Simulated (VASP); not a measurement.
## PbSe (e600): single point with PBEsol

The system is PbSe (e600).

```
Pb Se
1.0
     0.00000    3.05125    3.05125
     3.05125    0.00000    3.05125
     3.05125    3.05125    0.00000
Pb Se
1 1
Direct
  0.00000 0.00000 0.00000
  0.50000 0.50000 0.50000
```

- Program: VASP 6.6.1
- Task: single point
- Functional: PBEsol
- Potentials or basis: VASP PAW PBE potentials, release 64 (Pb_d, Se)
- Cutoff: 520 eV
- k mesh: 8 × 8 × 8
- Occupations: gaussian, width 0.01 eV
- Spin: no spin polarisation

- Pressure: 0.0 GPa
- Band gap on the k mesh: 0.17 eV, direct

Levels at points of the mesh, in eV from the valence-band top:
```csv
k point,band 6,band 7,band 8,band 9,band 10,band 11,band 12,band 13,band 14,band 15
"(0.00, 0.00, 0.00)",-13.69,-6.32,-1.92,-1.92,-1.92,4.69,4.69,4.69,6.42,6.42
"(0.50, 0.00, 0.00)",-12.59,-8.90,-1.50,-1.50,0.00,0.17,1.62,1.62,8.42,10.11
"(0.50, 0.50, 0.00)",-12.20,-7.43,-5.11,-3.31,-3.31,3.53,5.61,5.61,6.04,11.31
```

It took 13 s on 1 thread of Intel(R) Xeon(R) 6975P-C (Granite Rapids) (shared host), peak memory 0.18 GiB.

Caveat: the PAW data sets were made with another functional, which shifts forces and pressure a little; spin-orbit coupling is left out, which moves the levels of the heavy elements. A k mesh can miss the band edges.
